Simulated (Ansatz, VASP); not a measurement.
## One calculation of C2N, two programs

```
C N
1.0
     6.12274    0.00000    0.00000
    -3.06137    5.30244    0.00000
     0.00000    0.00000    2.49531
C N
4 2
Direct
  0.66667 0.33333 0.25000
  0.33333 0.66667 0.75000
  0.00000 0.00000 0.00000
  0.00000 0.00000 0.50000
  0.66667 0.33333 0.75000
  0.33333 0.66667 0.25000
```

Change from the starting cell: species swapped into the Pr2Tl type (P6_3/mmc, No. 194).

Alike in both runs: task relaxation of cell and atoms; functional PBE; k mesh 3 × 3 × 6; occupations gaussian, width 0.1 eV; no spin polarisation.

|  | VASP | Ansatz |
| --- | --- | --- |
| version | VASP 6.6.1 | Ansatz 0.2.0 |
| potentials or method | VASP PAW PBE potentials, release 64 (C, N), cutoff 600 eV | scalar-relativistic, plane waves, PAW |
| valence electrons in the cell | 26 | 26 |

```csv
,VASP,Ansatz,Ansatz less VASP
"gap on the k mesh at the Fermi level, each at its own relaxed structure (eV)",none,none,-
relaxed volume (Å³/atom),13.51,13.80,+0.288
relaxed length of the cell vector where the two differ most in proportion (Å),6.123,6.188,+0.0642
```

A gap of «none» marks a metal or a gap that the smearing closes.

The k mesh is coarse, so the values compare programs but aren't converged. Noted on VASP's run: the standard files for N, O and F lose accuracy on very short bonds; too few bands were computed for a metal, which touches its energy and stress.
